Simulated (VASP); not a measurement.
Input of a VASP 6.6.1 run:

Contents of POSCAR:

```
MgO
1.0
    3.4129560368      0.0000000000      0.0000000000
   -1.7064780184      2.9557066298      0.0000000000
    0.0000000000      0.0000000000      4.0998785786
Mg O
2 2
Direct
    0.6666666667      0.3333333333      0.7500000000
    0.3333333333      0.6666666667      0.2500000000
    0.6666666667      0.3333333333      0.2500000000
    0.3333333333      0.6666666667      0.7500000000
```

INCAR.step1

```
SYSTEM = MgO
PREC     = Accurate       ! precision mode
ENCUT    = 520            ! plane-wave cutoff, eV
ISMEAR   = 0              ! smearing method
SIGMA    = 0.01           ! smearing width, eV
LREAL    = .False.        ! projectors in reciprocal space
LASPH    = .True.         ! aspherical terms in the spheres
NELM     = 100            ! most SCF steps
NBANDS   = 16             ! bands
GGA      = PE             ! functional
ALGO     = Normal         ! electronic algorithm
EDIFF    = 1E-4           ! SCF threshold, eV
LWAVE    = .True.         ! write WAVECAR
LCHARG   = .False.        ! write CHGCAR
```

INCAR.step2

```
SYSTEM = MgO
PREC     = Accurate       ! precision mode
ENCUT    = 520            ! plane-wave cutoff, eV
EDIFF    = 1E-7           ! SCF threshold, eV
ISMEAR   = 0              ! smearing method
SIGMA    = 0.01           ! smearing width, eV
LREAL    = .False.        ! projectors in reciprocal space
LASPH    = .True.         ! aspherical terms in the spheres
NELM     = 100            ! most SCF steps
ALGO     = Normal         ! electronic algorithm
ISIF     = 2              ! what is computed and relaxed
LWAVE    = .False.        ! write WAVECAR
LCHARG   = .False.        ! write CHGCAR
METAGGA  = R2SCAN         ! meta-GGA
LMIXTAU  = .True.       
NBANDS   = 16             ! bands
ISTART   = 1
```

File KPOINTS:

```
Automatic mesh
0
Gamma
  9 9 6
  0 0 0
```

Potentials or basis: VASP PAW PBE potentials, release 64 (Mg, O).

Launch:

```console
$ cat potpaw_PBE.64/Mg/POTCAR potpaw_PBE.64/O/POTCAR > POTCAR
$ cp INCAR.step1 INCAR
$ mpirun -np 1 vasp_std > vasp.out
$ cp INCAR.step2 INCAR
$ mpirun -np 1 vasp_std > vasp.out
```

What does it give for the pressure?

9.0 GPa.

Predict the band gap on the k mesh.

4.42 eV.

Stress tensor (GPa, compression positive):
```
8.84 0.00 0.00
0.00 8.84 0.00
0.00 0.00 9.18
```

Caveat: the cell stands under pressure; the PAW data sets were made with another functional, which shifts forces and pressure a little.
